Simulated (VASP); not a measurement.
The system is Ir.

```xyz
2
Lattice="2.7100 0.0000 0.0000 -1.3550 2.3469 0.0000 0.0000 0.0000 4.4254" Properties=species:S:1:pos:R:3 pbc="T T T"
Ir    0.0000    1.5646    1.1064
Ir    1.3550    0.7823    3.3191
```

This isn't the form of Ir at room conditions, which is fcc.

- Program: VASP 6.6.1
- Task: relaxation of cell and atoms
- Functional: PBE
- Potentials or basis: VASP PAW PBE potentials, release 64 (Ir)
- Cutoff: 600 eV
- k mesh: 20 × 20 × 11
- Occupations: fermi-dirac, width 0.05 eV
- Spin: no spin polarisation

At the start: pressure 13.6 GPa; volume 14.07 Å³/atom.

**Question.** Where does the relaxation end?

**Answer.** Over 9 steps the energy falls by 21.7 meV/atom and the volume is 14.59 Å³/atom (+3.7 %); space group P6_3/mmc (No. 194, to 0.1 Å) before and after.

The path:
| step | energy change (eV) | largest force (eV/Å) | pressure (GPa) | volume (Å³) |
| --- | --- | --- | --- | --- |
| 1 | 0.0000 | 0.0000 | 13.62 | 28.15 |
| 2 | 0.4355 | 0.0000 | -32.31 | 33.30 |
| 3 | -0.0426 | 0.0000 | -0.85 | 29.25 |
| 4 | -0.0427 | 0.0000 | -0.12 | 29.19 |
| 5 | -0.0427 | 0.0000 | 0.11 | 29.16 |
| 6 | -0.0433 | 0.0000 | 0.26 | 29.16 |
| 7 | -0.0433 | 0.0000 | 0.23 | 29.16 |
| 8 | -0.0432 | 0.0000 | -0.60 | 29.23 |
| 9 | -0.0433 | 0.0000 | 0.02 | 29.18 |

Final structure:
```
CELL_PARAMETERS angstrom
2.74970 0.00000 0.00000
-1.37485 2.38131 0.00000
0.00000 0.00000 4.45570
ATOMIC_POSITIONS crystal
Ir 0.33333 0.66667 0.25000
Ir 0.66667 0.33333 0.75000
```
